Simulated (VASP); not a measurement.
Here is a VASP 6.6.1 calculation.

File INCAR:

```
SYSTEM = Cu
PREC = Accurate ; ENCUT = 520
EDIFF = 1E-7 ; ISMEAR = 0
SIGMA = 0.05 ; LREAL = .False.
LASPH = .True. ; NELM = 60
ALGO = Normal ; ISIF = 2
LWAVE = .False. ; LCHARG = .False.
GGA = CA ; NBANDS = 12
```

KPOINTS

```
regular mesh
0
Gamma
  14 14 13
  0 0 0
```

The input POSCAR:

```
Cu
1.0
   -1.4427930000      1.4427930000      1.3760810000
    1.4427930000     -1.4427930000      1.3760810000
    1.4427930000      1.4427930000     -1.3760810000
Cu
1
Direct
    0.0000000000      0.0000000000      0.0000000000
```

Potentials or basis: VASP PAW LDA potentials, release 64 (Cu).

Run with:

```bash
$ cat potpaw_LDA.64/Cu/POTCAR > POTCAR
$ mpirun -np 1 vasp_std > vasp.out
```

(1) Predict the pressure.

Results:

(1) -7.1 GPa.
